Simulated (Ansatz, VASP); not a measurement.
**One calculation of BN, two programs**

The input INCAR:

```
ALGO = Normal
EDIFF = 1E-6
ENCUT = 600
GGA = PE
GGA_COMPAT = False
ISIF = 2
ISMEAR = 0
LASPH = True
LCHARG = False
LREAL = False
LWAVE = False
NBANDS = 11
NELM = 120
PREC = Accurate
SIGMA = 0.05
```

The input KPOINTS:

```
k-points
0
Gamma
  12 12 12
```

File POSCAR:

```
BN
1.0
    0.0000000000      1.6673606323      1.6673606323
    1.6673606323      0.0000000000      1.6673606323
    1.6673606323      1.6673606323      0.0000000000
B N
1 1
Direct
    0.0000000000      0.0000000000      0.0000000000
    0.7500000000      0.7500000000      0.7500000000
```

Input for Ansatz:

```yaml
crystal:
  lattice:
    - [0.0, 1.6673606323, 1.6673606323]
    - [1.6673606323, 0.0, 1.6673606323]
    - [1.6673606323, 1.6673606323, 0.0]
  atoms:
    - { symbol: B, position: [0.0, 0.0, 0.0] }
    - { symbol: "N", position: [0.75, 0.75, 0.75] }
basis:
  ecutwfc: 420
kpoints:
  mp_grid: { grid: [12, 12, 12] }
hamiltonian:
  xc: pbe
scf:
  occupations: { method: gaussian, width: 0.05 }
output:
  forces: true
  stress: true
  eigenvalues: true
```

Change from the starting cell: strain -0.080 along x and y, -0.080 along z, atoms carried along.

Alike in both runs: task single point; functional PBE; k mesh 12 × 12 × 12; occupations gaussian, width 0.05 eV; no spin polarisation.

```csv
,VASP,Ansatz
version,VASP 6.6.1,Ansatz 0.2.0
potentials or method,"VASP PAW PBE potentials, release 64 (B, N), cutoff 600 eV","scalar-relativistic, plane waves, PAW"
valence electrons in the cell,8,8
```

```tsv
	VASP	Ansatz	Ansatz less VASP
gap on the k mesh at the Fermi level (eV)	4.68	4.70	+0.024
least direct gap on the mesh (eV)	9.98	10.00	+0.021
pressure (GPa)	147.0	146.2	-0.79
```

Both programs put the cell under a high pressure, so it lies far from rest at this level.

Noted on VASP's run: the cell as given lies far from equilibrium.
